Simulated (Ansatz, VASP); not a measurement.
## Two plane-wave programs on PdBr

Contents of INCAR:

```
SYSTEM = PdBr
ALGO     = Normal         ! electronic algorithm
EDIFF    = 1E-6           ! SCF threshold, eV
ENCUT    = 520            ! plane-wave cutoff, eV
GGA      = PE             ! functional
ISIF     = 2              ! what is computed and relaxed
ISMEAR   = -1             ! smearing method
LASPH    = .True.         ! aspherical terms in the spheres
LCHARG   = .False.        ! write CHGCAR
LREAL    = .False.        ! projectors in reciprocal space
LWAVE    = .False.        ! write WAVECAR
NBANDS   = 16             ! bands
NELM     = 100            ! most SCF steps
PREC     = Accurate       ! precision mode
SIGMA    = 0.1            ! smearing width, eV
```

The input KPOINTS:

```
k-points
0
Gamma
  13 13 13
  0 0 0
```

File POSCAR:

```
PdBr
1.0
    0.0000000000      2.5495392208      2.5495392208
    2.5495392208      0.0000000000      2.5495392208
    2.5495392208      2.5495392208      0.0000000000
Pd Br
1 1
Direct
    0.0000000000      0.0000000000      0.0000000000
    0.5000000000      0.5000000000      0.5000000000
```

Input for Ansatz:

```yaml
crystal:
  lattice:
    - [0.0, 2.5495392208, 2.5495392208]
    - [2.5495392208, 0.0, 2.5495392208]
    - [2.5495392208, 2.5495392208, 0.0]
  atoms:
    - { symbol: Pd, position: [0.0, 0.0, 0.0] }
    - { symbol: Br, position: [0.5, 0.5, 0.5] }
kpoints:
  mp_grid: { grid: [13, 13, 13] }
scf:
  occupations: { method: fermi_dirac, width: 0.1 }
hamiltonian:
  xc: pbe
  pseudopotentials: { kind: paw }
output:
  forces: true
  stress: true
  eigenvalues: true
  populations: true
```

Change from the starting cell: volume scaled by 0.8, PAW files.

Alike in both runs: task single point; functional PBE; k mesh 13 × 13 × 13; occupations fermi-dirac, width 0.1 eV; no spin polarisation.

```csv
,VASP,Ansatz
version,VASP 6.6.1,Ansatz 0.2.0
potentials or method,"VASP PAW PBE potentials, release 64 (Pd, Br)","PAW with Ansatz's default frozen-core files, scalar-relativistic"
plane-wave cutoff (eV),520,420
valence electrons in the cell,17,25
```

|  | VASP | Ansatz | Ansatz less VASP |
| --- | --- | --- | --- |
| pressure (GPa) | 27.4 | 27.2 | -0.14 |

The functional is the same, so the differences come from potentials, cutoffs and numerics. VASP's potentials hold 17 valence electrons a cell and Ansatz's 25, so a difference there can come from the potentials and not from the codes.
